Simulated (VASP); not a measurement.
# Ag (P6_3/mmc) in VASP: a series of runs, part 2 of 3

VASP 6.6.1. The steps go on from the part before.

**3. Electric field gradients, PBE (18.76 Å³/atom)**

This run uses another cell than the first one, of 18.76 Å³/atom.

INCAR reads:

```
PREC = Accurate ; ENCUT = 520
EDIFF = 1E-8 ; ISMEAR = -1
SIGMA = 0.08 ; LREAL = False
LASPH = True ; NELM = 60
ALGO = Normal ; ISIF = 2
LWAVE = False ; LCHARG = False
GGA = PE ; LEFG = True
NBANDS = 30
```

KPOINTS reads:

```
regular mesh
0
Gamma
  14 14 4
```

POSCAR reads:

```
Ag
1.0
    2.9241795655      0.0000000000      0.0000000000
   -1.4620897828      2.5324137891      0.0000000000
    0.0000000000      0.0000000000     10.1315940382
Ag
4
Direct
    0.3333333333      0.6666666667      0.2500000000
    0.6666666667      0.3333333333      0.7500000000
    0.0000000000      0.0000000000      0.0000000000
    0.0000000000      0.0000000000      0.5000000000
```

Potentials or basis: VASP PAW PBE potentials, release 64 (Ag).

Command:

```console
$ cat potpaw_PBE.64/Ag/POTCAR > POTCAR
$ mpirun -np 1 vasp_std > vasp.out
```

OUTCAR:

```text
PREC = Accurate
   ENCUT = 520
   EDIFF = 1E-8
   ISMEAR = -1
   LREAL = False
   LASPH = True
   NELM = 60
   ISIF = 2
   GGA = PE

 ion  position               nearest neighbor table
   1  0.333  0.667  0.250-   3 3.04   4 3.04   3 3.04   4 3.04   3 3.04   4 3.04
   2  0.667  0.333  0.750-   3 3.04   4 3.04   3 3.04   4 3.04   3 3.04   4 3.04
   3  0.000  0.000  0.000-   1 3.04   2 3.04   2 3.04   1 3.04   2 3.04   1 3.04
   4  0.000  0.000  0.500-   1 3.04   2 3.04   2 3.04   1 3.04   2 3.04   1 3.04

  LATTYP: Found a hexagonal cell.
 ALAT       =     2.9241795655
 C/A-ratio  =     3.4647646669

  Lattice vectors:

 A1 = (   2.9241795655,   0.0000000000,   0.0000000000)
 A2 = (  -1.4620897828,   2.5324137891,   0.0000000000)
 A3 = (   0.0000000000,   0.0000000000,  10.1315940382)

Analysis of symmetry for initial positions (statically):
=====================================================================
 Subroutine PRICEL returns:
 Original cell was already a primitive cell.

 Routine SETGRP: Setting up the symmetry group for a
 hexagonal supercell.

 Subroutine GETGRP returns: Found 24 space group operations
 (whereof 12 operations were pure point group operations)
 out of a pool of 24 trial point group operations.

The static configuration has the point symmetry D_3d.
 The point group associated with its full space group is D_6h.

Analysis of symmetry for dynamics (positions and initial velocities):
=====================================================================
 Subroutine PRICEL returns:
 Original cell was already a primitive cell.

 Routine SETGRP: Setting up the symmetry group for a
 hexagonal supercell.

 Subroutine GETGRP returns: Found 24 space group operations
 (whereof 12 operations were pure point group operations)
 out of a pool of 24 trial point group operations.

The dynamic configuration has the point symmetry D_3d.
 The point group associated with its full space group is D_6h.

 Subroutine INISYM returns: Found 24 space group operations
 (whereof 12 operations are pure point group operations),
 and found     1 'primitive' translations

----------------------------------------------------------------------------------------

                                     Primitive cell

  volume of cell :      75.0268

  direct lattice vectors                    reciprocal lattice vectors
     2.924179565  0.000000000  0.000000000     0.341976263  0.197440087  0.000000000
    -1.462089783  2.532413789  0.000000000     0.000000000  0.394880175  0.000000000
     0.000000000  0.000000000 10.131594038     0.000000000  0.000000000  0.098701152

  length of vectors
     2.924179565  2.924179566 10.131594038     0.394880175  0.394880175  0.098701152

  position of ions in fractional coordinates (direct lattice)
     0.333333333  0.666666667  0.250000000
     0.666666667  0.333333333  0.750000000
     0.000000000  0.000000000  0.000000000
     0.000000000  0.000000000  0.500000000

  ion indices of the primitive-cell ions
[... 90 lines left out ...]
   EMIN   =  10.00;   EMAX   =-10.00  energy-range for DOS
   EFERMI =   0.00;   METHOD = LEGACY
   ISMEAR =    -1;   SIGMA  =   0.08  broadening in eV -4-tet -1-fermi 0-gaus
   EFERMI_NEDOS =   21; number of points for ismear=-14 and -15
   IALGO  =     38    algorithm
   IMIX   =      4    mixing-type and parameters
     AMIX     =   0.40;   BMIX     =  1.00
     AMIX_MAG =   1.60;   BMIX_MAG =  1.00
  volume/ion in A,a.u.               =      18.76       126.58
  Fermi-wavevector in a.u.,A,eV,Ry     =   1.370314  2.589519 25.548498  1.877762
  Thomas-Fermi vector in A             =   2.496112
   LORBIT       =      0    0 simple, 1 ext, 2 COOP (PROOUT), +10 PAW based schemes
   GGA     = PE    functional components
   LHFCALC =     F    Hartree Fock is set to
   AEXX    =    0.0000 exact exchange contribution
   IVDW    =     0    specifies the selected vdW correction
   LEPSILON=     F    determine dielectric tensor
   LRPA    =     F    only Hartree local field effects (RPA)
 non-spin polarized calculation
  energy-cutoff  :      520.00
  volume of cell :       75.03
 maximum number of plane-waves:      2077
 NGX is ok and might be reduce to    24
   NGX = 11   NGY = 11   NGZ = 37

 number of electron      43.9999996 magnetization

 Free energy of the ion-electron system (eV)
  ---------------------------------------------------
  ext. energy  EPLUGINS =         0.00000000
  ---------------------------------------------------
  free energy    TOTEN  =       -10.78815653 eV

  energy without entropy =      -10.76138408  energy(sigma->0) =      -10.77477031

 E-fermi :   7.1571     XC(G=0): -11.6459

 val. band max:        7.1475690302   @ k =   0.3571   0.1429   0.5000
 cond. band min:       7.1758941214   @ k =   0.3571   0.0000   0.2500
 fundamental gap:      0.0283250912
 Fermi energy:         7.1571112869

 k-point     1 :       0.0000    0.0000    0.0000
  band No.  band energies     occupation
      1       0.0778      2.00000
      2       1.1940      2.00000
      3       1.1955      2.00000
      4       1.2711      2.00000
      5       2.4801      2.00000
      6       2.7029      2.00000
[... 781 lines left out ...]
     29      13.5083      0.00000
     30      15.6404      0.00000

 [... further k-points ...]

------------------------ aborting loop because EDIFF is reached ----------------------------------------

  FORCE on cell =-STRESS in cart. coord.  units (eV):
  Direction    XX          YY          ZZ          XY          YZ          ZX
  --------------------------------------------------------------------------------------
  -------------------------------------------------------------------------------------
  Total       -1.0191232     -1.0191232     -2.8835524      0.0000000      0.0000000      0.0000000
  in kB      -21.7631007    -21.7631007    -61.5774842      0.0000000      0.0000000      0.0000000
  external PRESSURE =     -35.0345619 kB  Pullay stress =       0.0000000 kB

 VOLUME and BASIS-vectors are now :
 -----------------------------------------------------------------------------
  energy-cutoff  :      520.00
  volume of cell :       75.03
      direct lattice vectors                 reciprocal lattice vectors
     2.924179565  0.000000000  0.000000000     0.341976263  0.197440087  0.000000000
    -1.462089783  2.532413789  0.000000000     0.000000000  0.394880175  0.000000000
     0.000000000  0.000000000 10.131594038     0.000000000  0.000000000  0.098701152

 POSITION                                       TOTAL-FORCE (eV/Angst)
 -----------------------------------------------------------------------------------
     -0.00000      1.68828      2.53290        -0.000000      0.000000     -0.000000
      1.46209      0.84414      7.59870         0.000000     -0.000000      0.000000
      0.00000      0.00000      0.00000         0.000000     -0.000000     -0.000000
      0.00000      0.00000      5.06580         0.000000     -0.000000     -0.000000
 -----------------------------------------------------------------------------------
    total drift:                               -0.000000      0.000000     -0.000000

  FREE ENERGIE OF THE ION-ELECTRON SYSTEM (eV)
  ---------------------------------------------------
  free  energy   TOTEN  =       -10.7881565282 eV

  energy  without entropy=      -10.7613840836  energy(sigma->0) =      -10.77477031

 Electric field gradients (V/A^2)
---------------------------------------------------------------------
 ion       V_xx      V_yy      V_zz      V_xy      V_xz      V_yz
---------------------------------------------------------------------
   1      -4.506    -4.507     9.012    -0.001     0.000     0.000
   2      -4.506    -4.507     9.012    -0.001     0.000    -0.000
   3      -4.198    -4.199     8.398    -0.001    -0.000     0.000
   4      -4.198    -4.199     8.398    -0.001     0.000    -0.000
---------------------------------------------------------------------

 Electric field gradients after diagonalization (V/A^2)
 (convention: |V_zz| > |V_xx| > |V_yy|)
----------------------------------------------------------------------
 ion       V_xx      V_yy      V_zz     asymmetry (V_yy - V_xx)/ V_zz
----------------------------------------------------------------------
   1      -4.507    -4.505     9.012       0.000
   2      -4.507    -4.505     9.012       0.000
   3      -4.200    -4.198     8.398       0.000
   4      -4.200    -4.198     8.398       0.000
----------------------------------------------------------------------

           NMR quadrupolar parameters

 Cq : quadrupolar parameter    Cq=e*Q*V_zz/h
 eta: asymmetry parameters     (V_yy - V_xx)/ V_zz
 Q  : nuclear electric quadrupole moment in mb (millibarn)
----------------------------------------------------------------------
 ion       Cq(MHz)       eta       Q (mb)
----------------------------------------------------------------------
   1       0.022       0.000       1.000
   2       0.022       0.000       1.000
   3       0.020       0.000       1.000
   4       0.020       0.000       1.000
----------------------------------------------------------------------
```

OSZICAR:

```text
N       E                     dE             d eps       ncg     rms          rms(c)
DAV:   1     0.289102265876E+03    0.28910E+03   -0.22522E+04  4344   0.143E+03
DAV:   2    -0.557773811044E+01   -0.29468E+03   -0.27898E+03  4446   0.326E+02
DAV:   3    -0.116498573075E+02   -0.60721E+01   -0.60377E+01  5012   0.531E+01
DAV:   4    -0.116780351339E+02   -0.28178E-01   -0.28173E-01  4632   0.349E+00
DAV:   5    -0.116783223977E+02   -0.28726E-03   -0.28726E-03  4986   0.386E-01    0.824E+00
DAV:   6    -0.108148275466E+02    0.86349E+00   -0.27881E+00  4566   0.135E+01    0.562E+00
DAV:   7    -0.107967375844E+02    0.18090E-01   -0.29255E-02  4788   0.107E+00    0.336E+00
DAV:   8    -0.107880963654E+02    0.86412E-02   -0.24234E-03  4638   0.369E-01    0.103E-01
DAV:   9    -0.107881203856E+02   -0.24020E-04   -0.66534E-05  4992   0.882E-02    0.302E-02
DAV:  10    -0.107881526238E+02   -0.32238E-04   -0.21406E-05  4650   0.395E-02    0.200E-02
DAV:  11    -0.107881568164E+02   -0.41927E-05   -0.30649E-06  4866   0.134E-02    0.107E-03
DAV:  12    -0.107881565183E+02    0.29813E-06   -0.43904E-08  4612   0.141E-03    0.902E-04
DAV:  13    -0.107881564967E+02    0.21574E-07   -0.58855E-09  2862   0.551E-04    0.159E-04
DAV:  14    -0.107881565279E+02   -0.31186E-07   -0.39138E-10  2454   0.159E-04    0.548E-05
DAV:  15    -0.107881565282E+02   -0.27103E-09   -0.62767E-11  2448   0.555E-05
   1 F= -.10788157E+02 E0= -.10774770E+02  d E =-.267724E-01
```

It took 2.4 min on 1 thread of Intel Xeon Platinum 8175M at 2.50GHz (Skylake/Cascade Lake), shared host; peak memory 0.27 GiB.

Results:

* Free energy: -10.7882 eV
* Pressure: -3.5 GPa
* Band gap on the k mesh: zero (bands 22 and 23 overlap by 6.01 eV)
* Largest electric field gradient by atom: Ag +9.0, +8.4 (each value once) V/Å²

Electric field gradients, principal values (V/Å²):
| atom | least | middle | greatest (by size) |
| --- | --- | --- | --- |
| 1 Ag | -4.505 | -4.507 | 9.012 |
| 2 Ag | -4.505 | -4.507 | 9.012 |
| 3 Ag | -4.198 | -4.200 | 8.398 |
| 4 Ag | -4.198 | -4.200 | 8.398 |

Caveat: the cell stands under tension; without QUAD_EFG the Cq values of the log hold for a quadrupole moment of 1 mb, not for the nuclei.

(Continued in part 3 of 3.)
